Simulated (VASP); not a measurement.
# ZrC (I4/mmm) in VASP: single point with PBEsol

Aim: the single point of ZrC with PBEsol.

Everything below comes from runs of VASP 6.6.1. Logs are shortened: lines on timing, memory, paths and dates and some standing lists are left out, and cuts for length are marked.

### Step 1. The cell of the first run

It takes space group I4/mmm (No. 139, tetragonal). The conventional cell has a = 3.270 Å, b = 3.270 Å, c = 4.856 Å, α = 90.00°, β = 90.00°, γ = 90.00°. Zr (site symmetry 4/mmm) has 6 C at 2.31 to 2.43 Å within 3.1 Å. C (site symmetry 4/mmm) has 6 Zr at 2.31 to 2.43 Å within 3.1 Å.

### Step 2. Single point, PBEsol

Contents of INCAR:

```
SYSTEM = ZrC
PREC     = Accurate       ! precision mode
ENCUT    = 520            ! plane-wave cutoff, eV
EDIFF    = 1E-6           ! SCF threshold, eV
ISMEAR   = 0              ! smearing method
SIGMA    = 0.15           ! smearing width, eV
LREAL    = .False.        ! projectors in reciprocal space
LASPH    = .True.         ! aspherical terms in the spheres
NELM     = 60             ! most SCF steps
ALGO     = Normal         ! electronic algorithm
ISIF     = 2              ! what is computed and relaxed
LWAVE    = .False.        ! write WAVECAR
LCHARG   = .False.        ! write CHGCAR
GGA      = PS             ! functional
NBANDS   = 15             ! bands
```

Contents of KPOINTS:

```
Automatic mesh
0
Gamma
  20 20 20
  0 0 0
```

Contents of POSCAR:

```
ZrC
1.0
    0.0000000000      2.3122967573      2.4279115952
    2.3122967573      0.0000000000      2.4279115952
    2.3122967573      2.3122967573      0.0000000000
Zr C
1 1
Direct
    0.5000000000      0.5000000000      0.5000000000
    0.0000000000      0.0000000000      0.0000000000
```

Potentials or basis: VASP PAW PBE potentials, release 64 (Zr_sv, C).

Run with:

```sh
> cat potpaw_PBE.64/Zr_sv/POTCAR potpaw_PBE.64/C/POTCAR > POTCAR
> mpirun -np 1 vasp_std > vasp.out
```

OUTCAR:

```text
SYSTEM = ZrC
   PREC = Accurate
   ENCUT = 520
   EDIFF = 1E-6
   ISMEAR = 0
   LREAL = .False.
   LASPH = .True.
   NELM = 60
   ISIF = 2
   GGA = PS

 ion  position               nearest neighbor table
   1  0.500  0.500  0.500-   2 2.31   2 2.31   2 2.31   2 2.31   2 2.43   2 2.43
   2  0.000  0.000  0.000-   1 2.31   1 2.31   1 2.31   1 2.31   1 2.43   1 2.43

  LATTYP: Found a body centered tetragonal cell.
 ALAT       =     3.2700814344
 C/A-ratio  =     1.4849242405

  Lattice vectors:

 A1 = (  -2.3122967573,   0.0000000000,   2.4279115952)
 A2 = (   2.3122967573,   0.0000000000,   2.4279115952)
 A3 = (   0.0000000000,   2.3122967573,  -2.4279115952)

Analysis of symmetry for initial positions (statically):
=====================================================================
 Subroutine PRICEL returns:
 Original cell was already a primitive cell.

 Routine SETGRP: Setting up the symmetry group for a
 body centered tetragonal supercell.

 Subroutine GETGRP returns: Found 16 space group operations
 (whereof 16 operations were pure point group operations)
 out of a pool of 16 trial point group operations.

The static configuration has the point symmetry D_4h.

Analysis of symmetry for dynamics (positions and initial velocities):
=====================================================================
 Subroutine PRICEL returns:
 Original cell was already a primitive cell.

 Routine SETGRP: Setting up the symmetry group for a
 body centered tetragonal supercell.

 Subroutine GETGRP returns: Found 16 space group operations
 (whereof 16 operations were pure point group operations)
 out of a pool of 16 trial point group operations.

The dynamic configuration has the point symmetry D_4h.

 Subroutine INISYM returns: Found 16 space group operations
 (whereof 16 operations are pure point group operations),
 and found     1 'primitive' translations

----------------------------------------------------------------------------------------

                                     Primitive cell

  volume of cell :      25.9627

  direct lattice vectors                    reciprocal lattice vectors
     0.000000000  2.312296757  2.427911595    -0.216235221  0.216235221  0.205938306
     2.312296757  0.000000000  2.427911595     0.216235221 -0.216235221  0.205938306
     2.312296757  2.312296757  0.000000000     0.216235221  0.216235221 -0.205938306

  length of vectors
     3.352830298  3.352830298  3.270081434     0.368681336  0.368681336  0.368681336

  position of ions in fractional coordinates (direct lattice)
     0.500000000  0.500000000  0.500000000
     0.000000000  0.000000000  0.000000000

  ion indices of the primitive-cell ions
   primitive index   ion index
                 1           1
                 2           2

----------------------------------------------------------------------------------------

 KPOINTS: Automatic mesh

Automatic generation of k-mesh.
 Grid dimensions read from file:
 generate k-points for:   20   20   20

 Generating k-lattice:

  Cartesian coordinates                     Fractional coordinates (reciprocal lattice)
    -0.010811761  0.010811761  0.010296915     0.050000000  0.000000000  0.000000000
     0.010811761 -0.010811761  0.010296915     0.000000000  0.050000000  0.000000000
     0.010811761  0.010811761 -0.010296915    -0.000000000 -0.000000000  0.050000000

  Length of vectors
     0.018434067  0.018434067  0.018434067

  Shift w.r.t. Gamma in fractional coordinates (k-lattice)
     0.000000000  0.000000000  0.000000000

 Subroutine IBZKPT returns following result:
 ===========================================

 Found    641 irreducible k-points:

 Following reciprocal coordinates:
            Coordinates               Weight
  0.000000  0.000000  0.000000      1.000000
  0.050000  0.000000  0.000000      8.000000
  0.100000 -0.000000  0.000000      8.000000
  0.150000 -0.000000  0.000000      8.000000
  0.200000 -0.000000  0.000000      8.000000
  0.250000  0.000000  0.000000      8.000000
[... 16 lines left out ...]
 -0.400000  0.050000  0.000000      8.000000
 -0.350000  0.050000  0.000000      8.000000
 [... further k-points ...]
   k-points           NKPTS =    641   k-points in BZ     NKDIM =    641   number of bands    NBANDS=     15
   number of dos      NEDOS =    301   number of ions     NIONS =      2
   total plane-waves  NPLWV =  18816
   dimension x,y,z NGX =    28 NGY =   28 NGZ =   24
   dimension x,y,z NGXF=    56 NGYF=   56 NGZF=   48
   ions per type =               1   1
   NGX,Y,Z   is equivalent  to a cutoff of  13.88, 13.88, 12.20 a.u.
   NGXF,Y,Z  is equivalent  to a cutoff of  27.77, 27.77, 24.40 a.u.
 SYSTEM =  ZrC
   PREC   = accura    normal or accurate (medium, high low for compatibility)
   ISTART =      0    job   : 0-new  1-cont  2-samecut
   ICHARG =      2    charge: 1-file 2-atom 10-const
   ISPIN  =      1    spin polarized calculation?
   LNONCOLLINEAR =      F non collinear calculations
   LSORBIT =      F    spin-orbit coupling
   LASPH  =      T    aspherical Exc in radial PAW
   ENCUT  =  520.0 eV  38.22 Ry    6.18 a.u.   6.23  6.23  6.08*2*pi/ulx,y,z
   NELM   =     60;   NELMIN=  2; NELMDL= -5     # of ELM steps
   EDIFF  = 0.1E-05   stopping-criterion for ELM
   LREAL  =      F    real-space projection
[... 7 lines left out ...]
   TEBEG  =    0.0;   TEEND  =   0.0 temperature during run
   PSTRESS=    0.0 pullay stress
   NELECT =      16.0000    total number of electrons
   NUPDOWN=      -1.0000    fix difference up-down
   EMIN   =  10.00;   EMAX   =-10.00  energy-range for DOS
   EFERMI =   0.00;   METHOD = LEGACY
   ISMEAR =     0;   SIGMA  =   0.15  broadening in eV -4-tet -1-fermi 0-gaus
   EFERMI_NEDOS =   21; number of points for ismear=-14 and -15
   IALGO  =     38    algorithm
   IMIX   =      4    mixing-type and parameters
     AMIX     =   0.40;   BMIX     =  1.00
     AMIX_MAG =   1.60;   BMIX_MAG =  1.00
  volume/ion in A,a.u.               =      12.98        87.60
  Fermi-wavevector in a.u.,A,eV,Ry     =   1.393151  2.632673 26.407131  1.940869
  Thomas-Fermi vector in A             =   2.516825
   LORBIT       =      0    0 simple, 1 ext, 2 COOP (PROOUT), +10 PAW based schemes
   GGA     = PS    functional components
   LHFCALC =     F    Hartree Fock is set to
   AEXX    =    0.0000 exact exchange contribution
   IVDW    =     0    specifies the selected vdW correction
   LEPSILON=     F    determine dielectric tensor
   LRPA    =     F    only Hartree local field effects (RPA)
 non-spin polarized calculation
 Gauss-broadening in eV      SIGMA  =   0.15
  energy-cutoff  :      520.00
  volume of cell :       25.96
 maximum number of plane-waves:       716
 NGX is ok and might be reduce to    28
   NGX = 13   NGY = 13   NGZ = 13

 number of electron      16.0000000 magnetization

 Free energy of the ion-electron system (eV)
  ---------------------------------------------------
  ext. energy  EPLUGINS =         0.00000000
  ---------------------------------------------------
  free energy    TOTEN  =       -20.52429964 eV

  energy without entropy =      -20.52084353  energy(sigma->0) =      -20.52257159

 E-fermi :   9.5104     XC(G=0): -12.2755

 val. band max:        9.4992273950   @ k =   0.2500   0.0000   0.2000
 cond. band min:       9.5195725504   @ k =   0.4000   0.0500   0.3500
 fundamental gap:      0.0203451554
 Fermi energy:         9.5104212985

 k-point     1 :       0.0000    0.0000    0.0000
  band No.  band energies     occupation
      1     -38.4718      2.00000
      2     -16.2470      2.00000
      3     -16.1998      2.00000
      4     -16.1998      2.00000
      5      -1.7916      2.00000
      6      10.2375      0.00000
      7      10.2860      0.00000
      8      10.5259      0.00000
      9      10.5259      0.00000
     10      10.7251      0.00000
     11      10.7251      0.00000
     12      11.8914      0.00000
     13      12.5783      0.00000
     14      16.9528      0.00000
     15      19.8977      0.00000

 k-point     2 :       0.0500    0.0000    0.0000
  band No.  band energies     occupation
      1     -38.4693      2.00000
      2     -16.2574      2.00000
      3     -16.2154      2.00000
      4     -16.2010      2.00000
      5      -1.7334      2.00000
      6       9.8089      0.00489
      7       9.8962      0.00028
      8      10.1523      0.00000
      9      10.6362      0.00000
     10      10.8606      0.00000
     11      11.0575      0.00000
     12      12.2534      0.00000
     13      12.9334      0.00000
     14      17.0794      0.00000
     15      20.0575      0.00000

 k-point     3 :       0.1000   -0.0000    0.0000
  band No.  band energies     occupation
      1     -38.4620      2.00000
      2     -16.3094      2.00000
      3     -16.2381      2.00000
      4     -16.2045      2.00000
      5      -1.5626      2.00000
      6       9.0811      1.99995
      7       9.3036      1.94881
      8       9.5328      0.83269
      9      10.8395      0.00000
     10      11.0474      0.00000
     11      11.4078      0.00000
     12      13.0133      0.00000
     13      13.7135      0.00000
     14      17.4257      0.00000
     15      20.5118      0.00000
[... 343 lines left out ...]
 k-point    23 :      -0.4000    0.0500    0.0000
  band No.  band energies     occupation
      1     -38.3733      2.00000
      2     -17.0314      2.00000
      3     -16.3571      2.00000
      4     -16.2411      2.00000
      5       1.0181      2.00000
      6       4.5853      2.00000
      7       6.6578      2.00000
      8       6.6685      2.00000
      9      13.4176      0.00000
     10      13.5762      0.00000
     11      14.4245      0.00000
     12      16.9049      0.00000
     13      18.3184      0.00000
     14      19.9630      0.00000
     15      22.7054      0.00000

 k-point    24 :      -0.3500    0.0500    0.0000
  band No.  band energies     occupation
      1     -38.3832      2.00000
      2     -16.9547      2.00000
      3     -16.3489      2.00000
      4     -16.2328      2.00000
      5       0.6233      2.00000
      6       5.0950      2.00000
      7       6.8371      2.00000
      8       6.8681      2.00000
      9      12.9790      0.00000
     10      13.0668      0.00000
     11      13.9509      0.00000
     12      16.9684      0.00000
     13      18.3041      0.00000
     14      19.3663      0.00000
     15      23.3027      0.00000

 [... further k-points ...]
[... 5 lines left out ...]
  --------------------------------------------------------------------------------------
  -------------------------------------------------------------------------------------
  Total        0.3754976      0.3754976     -2.3070545      0.0000000     -0.0000000     -0.0000000
  in kB       23.1722255     23.1722255   -142.3699825      0.0000000     -0.0000000     -0.0000000
  external PRESSURE =     -32.0085105 kB  Pullay stress =       0.0000000 kB

 VOLUME and BASIS-vectors are now :
 -----------------------------------------------------------------------------
  energy-cutoff  :      520.00
  volume of cell :       25.96
      direct lattice vectors                 reciprocal lattice vectors
     0.000000000  2.312296757  2.427911595    -0.216235221  0.216235221  0.205938306
     2.312296757  0.000000000  2.427911595     0.216235221 -0.216235221  0.205938306
     2.312296757  2.312296757  0.000000000     0.216235221  0.216235221 -0.205938306

 POSITION                                       TOTAL-FORCE (eV/Angst)
 -----------------------------------------------------------------------------------
      2.31230      2.31230      2.42791        -0.000000      0.000000     -0.000000
      0.00000      0.00000      0.00000         0.000000     -0.000000      0.000000
 -----------------------------------------------------------------------------------
    total drift:                                0.000000      0.000000      0.000000

  FREE ENERGIE OF THE ION-ELECTRON SYSTEM (eV)
  ---------------------------------------------------
  free  energy   TOTEN  =       -20.5242996397 eV

  energy  without entropy=      -20.5208435344  energy(sigma->0) =      -20.52257159
```

Run time: 100 s. Hardware: 1 thread of Intel Xeon 6975P-C (Granite Rapids), shared host; peak memory 0.35 GiB.

What came out:

```yaml
Free_energy: -20.5243 eV
Pressure: -3.2 GPa
Band_gap_on_the_k_mesh: zero (band 8 reaches 10.53 eV, above the bottom of band 9 at 9.06 eV)
```

Caveat: the PAW data sets were made with another functional, which shifts forces and pressure a little.
